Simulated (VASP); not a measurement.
## AlNi: single point with PBEsol

AlNi:

```
Al Ni
1.0
     2.02133   -2.02135    0.00000
     2.02133    2.02135    0.00000
     0.00000    0.00000    2.95549
Al Ni
1 1
Direct
  0.00000 0.00000 0.00000
  0.50000 0.50000 0.50000
```

This cell differs from its parent crystal: strain +0.000 along x and y, +0.030 along z.

```json
{
  "Program": "VASP 6.6.1",
  "Task": "single point",
  "Functional": "PBEsol",
  "Potentials or basis": "VASP PAW PBE potentials, release 64 (Al, Ni)",
  "Cutoff": "520 eV",
  "k mesh": "20 × 20 × 20",
  "Occupations": "gaussian, width 0.15 eV",
  "Spin": "no spin polarisation"
}
```

```
Pressure : -4.7 GPa
```

Stress tensor (GPa, compression positive):
```
-4.03  0.00  0.00
 0.00 -4.03  0.00
 0.00  0.00 -6.15
```

Levels at points of the mesh, in eV from the Fermi level:
```csv
k point,band 3,band 4,band 5,band 6,band 7,band 8,band 9,band 10,band 11,band 12
"(0.00, 0.00, 0.00)",-3.18,-1.55,-1.55,-1.46,4.69,5.85,5.85,7.93,8.25,13.61
"(0.50, 0.00, 0.00)",-2.70,-2.34,-2.15,-1.45,-0.56,8.25,9.26,10.29,10.36,11.24
"(0.50, 0.50, 0.00)",-2.70,-2.70,-2.14,-2.14,-0.95,1.65,2.65,11.66,14.60,14.60
"(0.00, 0.00, 0.50)",-2.76,-2.16,-2.16,-1.39,-0.80,8.29,10.23,10.23,10.91,10.91
"(0.50, 0.00, 0.50)",-3.00,-2.84,-2.01,-1.99,-1.03,1.35,2.35,12.46,15.12,15.47
"(0.50, 0.50, 0.50)",-4.04,-1.01,-0.93,1.95,2.02,2.02,3.65,4.31,4.31,4.67
```

Run time: 110 s on 1 thread of Intel(R) Xeon(R) 6975P-C (Granite Rapids) (shared host), peak memory 0.51 GiB.

Caveat: the cell differs from its parent crystal (strain +0.000 along x and y, +0.030 along z); the PAW data sets were made with another functional, which shifts forces and pressure a little. Spin polarisation is off, so any magnetic state and its effect on volume and gap are missing.
